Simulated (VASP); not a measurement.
# Ti in VASP: density of states with PBE

Aim: the density of states of Ti with PBE.

Everything below comes from runs of VASP 6.6.1. Logs are shortened: lines on timing, memory, paths and dates and some standing lists are left out, and cuts for length are marked.

## 1. The cell of the first run

The cell holds a slab with vacuum, 1 atom: a = 2.940 Å, b = 2.940 Å, c = 16.000 Å, α = 90.00°, β = 90.00°, γ = 120.00°.

## 2. Density of states, PBE

Input file POSCAR:

```
Ti
1.0
    2.9399472372      0.0000000000      0.0000000000
   -1.4699736186      2.5460689932      0.0000000000
    0.0000000000      0.0000000000     16.0000000000
Ti
1
Direct
    0.0000000000      0.0000000000      0.5000000000
```

Input file INCAR.step1:

```
ALGO = Normal
DIPOL = 0.5 0.5 0.500
EDIFF = 1E-6
ENCUT = 520
GGA = PE
IDIPOL = 3
ISIF = 2
ISMEAR = -1
LASPH = True
LCHARG = True
LDIPOL = True
LMAXMIX = 4
LREAL = False
LWAVE = False
NBANDS = 12
NELM = 80
PREC = Accurate
SIGMA = 0.05
```

Input file KPOINTS.step1:

```
k-points
0
Gamma
  13 13 1
```

Input file INCAR.step2:

```
ALGO = Normal
DIPOL = 0.5 0.5 0.500
EDIFF = 1E-6
ENCUT = 520
GGA = PE
ICHARG = 11
IDIPOL = 3
ISIF = 2
ISMEAR = -5
LASPH = True
LCHARG = False
LDIPOL = True
LMAXMIX = 4
LORBIT = 10
LREAL = False
LWAVE = False
NEDOS = 2001
NELM = 80
PREC = Accurate
SIGMA = 0.05
```

Input file KPOINTS.step2:

```
k-points
0
Gamma
  20 20 1
```

Potentials or basis: VASP PAW PBE potentials, release 64 (Ti_sv).

Started as:

```sh
cat potpaw_PBE.64/Ti_sv/POTCAR > POTCAR
cp INCAR.step1 INCAR
cp KPOINTS.step1 KPOINTS
mpirun -np 1 vasp_std > vasp.out
cp INCAR.step2 INCAR
cp KPOINTS.step2 KPOINTS
mpirun -np 1 vasp_std > vasp.out
```

OUTCAR:

```text
EDIFF = 1E-6
   ENCUT = 520
   GGA = PE
   ICHARG = 11
   ISIF = 2
   ISMEAR = -5
   LASPH = True
   LORBIT = 10
   LREAL = False
   NELM = 80
   PREC = Accurate

 ion  position               nearest neighbor table
   1  0.000  0.000  0.500-

  LATTYP: Found a hexagonal cell.
 ALAT       =     2.9399472372
 C/A-ratio  =     5.4422745407

  Lattice vectors:

 A1 = (   2.9399472372,   0.0000000000,   0.0000000000)
 A2 = (  -1.4699736186,   2.5460689932,   0.0000000000)
 A3 = (   0.0000000000,   0.0000000000,  16.0000000000)

Analysis of symmetry for initial positions (statically):
=====================================================================
 Subroutine PRICEL returns:
 Original cell was already a primitive cell.

 Routine SETGRP: Setting up the symmetry group for a
 hexagonal supercell.

 Subroutine GETGRP returns: Found 24 space group operations
 (whereof 24 operations were pure point group operations)
 out of a pool of 24 trial point group operations.

The static configuration has the point symmetry D_6h.

Analysis of symmetry for dynamics (positions and initial velocities):
=====================================================================
 Subroutine PRICEL returns:
 Original cell was already a primitive cell.

 Routine SETGRP: Setting up the symmetry group for a
 hexagonal supercell.

 Subroutine GETGRP returns: Found 24 space group operations
 (whereof 24 operations were pure point group operations)
 out of a pool of 24 trial point group operations.

The dynamic configuration has the point symmetry D_6h.

 Subroutine INISYM returns: Found 24 space group operations
 (whereof 24 operations are pure point group operations),
 and found     1 'primitive' translations

----------------------------------------------------------------------------------------

                                     Primitive cell

  volume of cell :     119.7649

  direct lattice vectors                    reciprocal lattice vectors
     2.939947237  0.000000000  0.000000000     0.340142159  0.196381167  0.000000000
    -1.469973619  2.546068993  0.000000000     0.000000000  0.392762334  0.000000000
     0.000000000  0.000000000 16.000000000     0.000000000  0.000000000  0.062500000

  length of vectors
     2.939947237  2.939947237 16.000000000     0.392762334  0.392762334  0.062500000

  position of ions in fractional coordinates (direct lattice)
     0.000000000  0.000000000  0.500000000

  ion indices of the primitive-cell ions
   primitive index   ion index
                 1           1

----------------------------------------------------------------------------------------

 KPOINTS: k-points

Automatic generation of k-mesh.
 Grid dimensions read from file:
 generate k-points for:   20   20    1

 Generating k-lattice:

  Cartesian coordinates                     Fractional coordinates (reciprocal lattice)
     0.017007108  0.009819058  0.000000000     0.050000000 -0.000000000  0.000000000
     0.000000000  0.019638117  0.000000000     0.000000000  0.050000000  0.000000000
     0.000000000  0.000000000  0.062500000     0.000000000  0.000000000  1.000000000

  Length of vectors
     0.019638117  0.019638117  0.062500000

  Shift w.r.t. Gamma in fractional coordinates (k-lattice)
     0.000000000  0.000000000  0.000000000

 TETIRR: Found    210 inequivalent tetrahedra from     2400

 Subroutine IBZKPT returns following result:
 ===========================================

 Found     44 irreducible k-points:

 Following reciprocal coordinates:
            Coordinates               Weight
  0.000000  0.000000  0.000000      1.000000
  0.050000 -0.000000  0.000000      6.000000
  0.100000 -0.000000  0.000000      6.000000
  0.150000  0.000000  0.000000      6.000000
  0.200000 -0.000000  0.000000      6.000000
  0.250000  0.000000  0.000000      6.000000
[... 16 lines left out ...]
  0.200000  0.100000  0.000000     12.000000
  0.250000  0.100000  0.000000     12.000000
 [... further k-points ...]
   k-points           NKPTS =     44   k-points in BZ     NKDIM =     44   number of bands    NBANDS=     10
   number of dos      NEDOS =   2001   number of ions     NIONS =      1
   total plane-waves  NPLWV =  69120
   dimension x,y,z NGX =    24 NGY =   24 NGZ =  120
   dimension x,y,z NGXF=    48 NGYF=   48 NGZF=  240
   ions per type =               1
   NGX,Y,Z   is equivalent  to a cutoff of  13.57, 13.57, 12.47 a.u.
   NGXF,Y,Z  is equivalent  to a cutoff of  27.14, 27.14, 24.94 a.u.
 SYSTEM =  unknown system
   PREC   = accura    normal or accurate (medium, high low for compatibility)
   ISTART =      0    job   : 0-new  1-cont  2-samecut
   ICHARG =     11    charge: 1-file 2-atom 10-const
   ISPIN  =      1    spin polarized calculation?
   LNONCOLLINEAR =      F non collinear calculations
   LSORBIT =      F    spin-orbit coupling
   LASPH  =      T    aspherical Exc in radial PAW
   ENCUT  =  520.0 eV  38.22 Ry    6.18 a.u.   5.47  5.47 29.75*2*pi/ulx,y,z
   NELM   =     80;   NELMIN=  2; NELMDL=  0     # of ELM steps
   EDIFF  = 0.1E-05   stopping-criterion for ELM
   LREAL  =      F    real-space projection
   EDIFFG = 0.1E-04   stopping-criterion for IOM
   NSW    =      0    number of steps for IOM
   IBRION =     -1    ionic relax: 0-MD 1-quasi-New 2-CG
   NFREE  =      0    steps in history (QN), initial steepest desc. (CG)
   ISIF   =      2    stress and relaxation
   ISYM   =      2    0-nonsym 1-usesym 2-fastsym
   POTIM  = 0.5000    time-step for ionic-motion
   TEBEG  =    0.0;   TEEND  =   0.0 temperature during run
   PSTRESS=    0.0 pullay stress
   NELECT =      12.0000    total number of electrons
   NUPDOWN=      -1.0000    fix difference up-down
   EMIN   =  10.00;   EMAX   =-10.00  energy-range for DOS
   EFERMI =   0.00;   METHOD = LEGACY
   ISMEAR =    -5;   SIGMA  =   0.05  broadening in eV -4-tet -1-fermi 0-gaus
   EFERMI_NEDOS =   21; number of points for ismear=-14 and -15
   IALGO  =     38    algorithm
   IMIX   =      4    mixing-type and parameters
     AMIX     =   0.40;   BMIX     =  1.00
     AMIX_MAG =   1.60;   BMIX_MAG =  1.00
  volume/ion in A,a.u.               =     119.76       808.21
  Fermi-wavevector in a.u.,A,eV,Ry     =   0.760371  1.436892  7.866393  0.578164
  Thomas-Fermi vector in A             =   1.859373
   LORBIT       =     10    0 simple, 1 ext, 2 COOP (PROOUT), +10 PAW based schemes
   GGA     = PE    functional components
   LHFCALC =     F    Hartree Fock is set to
   AEXX    =    0.0000 exact exchange contribution
   IVDW    =     0    specifies the selected vdW correction
   LEPSILON=     F    determine dielectric tensor
   LRPA    =     F    only Hartree local field effects (RPA)
 non-spin polarized calculation
 Fermi weights with tetrahedron method with Bloechl corrections
  energy-cutoff  :      520.00
  volume of cell :      119.76
 maximum number of plane-waves:      3287
 NGX is ok and might be reduce to    24

 number of electron      11.9999998 magnetization

 dipolmoment           0.000000      0.000000     -0.000000 electrons x Angstroem

 Free energy of the ion-electron system (eV)
  ---------------------------------------------------
  ext. energy  EPLUGINS =         0.00000000
  ---------------------------------------------------
  free energy    TOTEN  =        -5.71330806 eV

  energy without entropy =       -5.71330806  energy(sigma->0) =       -5.71330806

 E-fermi :  -2.0845     XC(G=0):  -2.9229

 val. band max:       -2.1108708822   @ k =   0.2000  -0.0000   0.0000
 cond. band min:      -2.0843414449   @ k =   0.0500   0.0500   0.0000
 fundamental gap:      0.0265294373
 Fermi energy:        -2.0845039564

 k-point     1 :       0.0000    0.0000    0.0000
  band No.  band energies     occupation
      1     -59.1369      2.00000
      2     -35.5151      2.00000
      3     -35.0689      2.00000
      4     -35.0689      2.00000
      5      -6.1348      2.00000
      6      -2.1829      2.00000
      7      -1.8566      0.00000
      8      -1.1665      0.00000
      9      -1.1665      0.00000
     10       0.1552      0.00000

 k-point     2 :       0.0500   -0.0000    0.0000
  band No.  band energies     occupation
      1     -59.1352      2.00000
      2     -35.5136      2.00000
      3     -35.0802      2.00000
      4     -35.0715      2.00000
      5      -6.0621      2.00000
      6      -2.1495      2.19166
      7      -1.8708      0.00000
      8      -1.2128      0.00000
      9      -1.1205      0.00000
     10       0.1580      0.00000

 k-point     3 :       0.1000   -0.0000    0.0000
  band No.  band energies     occupation
      1     -59.1303      2.00000
      2     -35.5090      2.00000
      3     -35.1127      2.00000
      4     -35.0790      2.00000
      5      -5.8476      2.00000
      6      -2.0532      0.09397
      7      -1.9166      0.00000
      8      -1.3401      0.00000
      9      -0.9848      0.00000
     10       0.1393      0.00000

 k-point     4 :       0.1500    0.0000    0.0000
  band No.  band energies     occupation
      1     -59.1227      2.00000
      2     -35.5018      2.00000
      3     -35.1631      2.00000
      4     -35.0906      2.00000
      5      -5.5032      2.00000
      6      -1.9982     -0.11130
      7      -1.9121      0.00000
      8      -1.5086      0.00000
      9      -0.7665      0.00000
     10       0.0578      0.00000

 k-point     5 :       0.2000   -0.0000    0.0000
  band No.  band energies     occupation
      1     -59.1130      2.00000
      2     -35.4928      2.00000
      3     -35.2262      2.00000
      4     -35.1052      2.00000
      5      -5.0528      2.00000
      6      -2.1109      1.62155
      7      -1.8437      0.00000
      8      -1.5690      0.00000
      9      -0.4782      0.00000
     10      -0.0074      0.00000

 k-point     6 :       0.2500    0.0000    0.0000
  band No.  band energies     occupation
      1     -59.1023      2.00000
      2     -35.4827      2.00000
      3     -35.2955      2.00000
      4     -35.1214      2.00000
      5      -4.5435      2.00000
      6      -2.2405      2.00000
      7      -1.9428      0.00000
      8      -1.3808      0.00000
      9      -0.1386      0.00000
     10      -0.0783      0.00000
[... 183 lines left out ...]
 k-point    21 :       0.1000    0.1000    0.0000
  band No.  band energies     occupation
      1     -59.1184      2.00000
      2     -35.4978      2.00000
      3     -35.1880      2.00000
      4     -35.1004      2.00000
      5      -5.3005      2.00000
      6      -2.0415      0.13126
      7      -1.8151      0.00000
      8      -1.6401      0.00000
      9      -0.6128      0.00000
     10       0.0063      0.00000

 k-point    22 :       0.1500    0.1000    0.0000
  band No.  band energies     occupation
      1     -59.1092      2.00000
      2     -35.4892      2.00000
      3     -35.2443      2.00000
      4     -35.1179      2.00000
      5      -4.8544      2.00000
      6      -2.1400      2.01835
      7      -1.8506      0.00000
      8      -1.6158      0.00000
      9      -0.3028      0.00000
     10      -0.0859      0.00000

 k-point    23 :       0.2000    0.1000    0.0000
  band No.  band energies     occupation
      1     -59.0990      2.00000
      2     -35.4796      2.00000
      3     -35.3060      2.00000
      4     -35.1375      2.00000
      5      -4.3409      2.00000
      6      -2.2470      2.00000
      7      -2.0233      0.05231
      8      -1.3909      0.00000
      9      -0.1896      0.00000
     10       0.0633      0.00000

 k-point    24 :       0.2500    0.1000    0.0000
  band No.  band energies     occupation
      1     -59.0888      2.00000
      2     -35.4701      2.00000
      3     -35.3672      2.00000
      4     -35.1571      2.00000
      5      -3.8487      2.00000
      6      -2.3496      2.00000
      7      -2.0744      0.56341
      8      -1.1539      0.00000
      9      -0.2933      0.00000
     10       0.4618      0.00000

 [... further k-points ...]

------------------------ aborting loop because EDIFF is reached ----------------------------------------

 vacuum level on the upper side and lower side of the slab       (xc-potential included)        -0.106        -0.106

  FORCE on cell =-STRESS in cart. coord.  units (eV):
  Direction    XX          YY          ZZ          XY          YZ          ZX
  --------------------------------------------------------------------------------------
  -------------------------------------------------------------------------------------
  Total       -2.3435888     -2.3435888     -0.2150693      0.0000000      0.0000000      0.0000000
  in kB      -31.3517879    -31.3517879     -2.8771292      0.0000000      0.0000000      0.0000000
  external PRESSURE =     -21.8602350 kB  Pullay stress =       0.0000000 kB

 VOLUME and BASIS-vectors are now :
 -----------------------------------------------------------------------------
  energy-cutoff  :      520.00
  volume of cell :      119.76
      direct lattice vectors                 reciprocal lattice vectors
     2.939947237  0.000000000  0.000000000     0.340142159  0.196381167  0.000000000
    -1.469973619  2.546068993  0.000000000     0.000000000  0.392762334  0.000000000
     0.000000000  0.000000000 16.000000000     0.000000000  0.000000000  0.062500000

 POSITION                                       TOTAL-FORCE (eV/Angst)
 -----------------------------------------------------------------------------------
      0.00000      0.00000      8.00000         0.000000      0.000000      0.000000
 -----------------------------------------------------------------------------------
    total drift:                                0.000000     -0.000000     -0.000000

  FREE ENERGIE OF THE ION-ELECTRON SYSTEM (eV)
  ---------------------------------------------------
  free  energy   TOTEN  =        -5.7133080637 eV

  energy  without entropy=       -5.7133080637  energy(sigma->0) =       -5.71330806

 vacuum level on the upper side and lower side of the slab         1.890         1.890

 total charge

# of ion       s       p       d       tot
------------------------------------------
    1        2.228   6.016   1.894  10.138
```

It took 1.9 min on 1 thread of Intel Xeon 8259CL, shared host; peak memory 0.25 GiB.

What came out:

```
Valence electrons inside the program's atomic spheres : Ti 10.14
```

Caveat: tetrahedron occupations give inexact forces and stress in metals.
